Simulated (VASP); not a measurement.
A run of VASP 6.6.1 is set up as follows.

INCAR

```
SYSTEM = Ru
ALGO = Normal
EDIFF = 1E-6
ENCUT = 500
GGA = PE
GGA_COMPAT = .False.
ISIF = 2
ISMEAR = -1
ISPIN = 2
LASPH = .True.
LCHARG = .True.
LELF = .True.
LMAXMIX = 4
LORBIT = 11
LREAL = .False.
LVHAR = .True.
LWAVE = .False.
MAGMOM = 1 1 1
NBANDS = 32
NELM = 200
PREC = Accurate
SIGMA = 0.05
```

Contents of KPOINTS:

```
k-points
0
Gamma
  11 11 15
  0 0 0
```

POSCAR

```
Ru
1.0
    4.2687776615      0.0000000000      0.0000000000
   -2.1343888307      3.6968698980      0.0000000000
    0.0000000000      0.0000000000      2.6819785197
Ru
3
Direct
    1.0000000000      1.0000000000      0.0000000000
    0.3333333333      0.6666666667      0.5000000000
    0.6666666667      0.3333333333      0.5000000000
```

Potentials or basis: VASP PAW PBE potentials, release 64 (Ru_pv).

Launch:

```bash
$ cat potpaw_PBE.64/Ru_pv/POTCAR > POTCAR
$ mpirun -np 1 vasp_std > vasp.out
```

(1) Estimate the net moment.

(2) What does it give for the pressure?

Results:

(1) 0.00 μB per cell.

(2) 0.0 GPa.
